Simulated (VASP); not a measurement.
Wanted: the native input for a VASP 6.6.1 run.

```yaml
Task: single point
Functional: PBEsol
Potentials_or_basis: VASP PAW PBE potentials, release 64 (Pb_d, S)
Cutoff: 520 eV
k_mesh: 6 × 6 × 6
Occupations: gaussian, width 0.01 eV
Spin: no spin polarisation
Dipole_correction: no
Further_INCAR_settings: ALGO = Normal; EDIFF = 1e-07; NBANDS = 28
```

The structure of PbS lies in POSCAR:

```
PbS
1.0
    2.0211665813     -5.6529521080      0.0000000000
    2.0211665813      5.6529521080      0.0000000000
    0.0000000000      0.0000000000      4.2110533794
Pb S
2 2
Direct
    0.8755636984      0.1244363016      0.7500000000
    0.1244363016      0.8755636984      0.2500000000
    0.6383009370      0.3616990630      0.7500000000
    0.3616990630      0.6383009370      0.2500000000
```

The input as run:

INCAR

```
PREC = Accurate ; ENCUT = 520
EDIFF = 1E-7 ; ISMEAR = 0
SIGMA = 0.01 ; LREAL = F
LASPH = T ; NELM = 100
ALGO = Normal ; ISIF = 2
LWAVE = F ; LCHARG = T
GGA = PS ; LELF = T
LVHAR = T ; NBANDS = 28
```

KPOINTS

```
regular mesh
0
Gamma
  6 6 6
```

Potentials or basis: VASP PAW PBE potentials, release 64 (Pb_d, S).

The run is started by

```console
$ cat potpaw_PBE.64/Pb_d/POTCAR potpaw_PBE.64/S/POTCAR > POTCAR
$ mpirun -np 1 vasp_std > vasp.out
```

It gave:

```
Pressure               : 2.0 GPa
Largest force          : 0.004 eV/Å
Band gap on the k mesh : 1.03 eV
```

Caveat: the PAW data sets were made with another functional, which shifts forces and pressure a little; spin-orbit coupling is left out, which moves the levels of the heavy elements.

It took 4.6 min on 1 thread of Intel Xeon 8259CL, with other jobs on the host, peak memory 0.32 GiB.
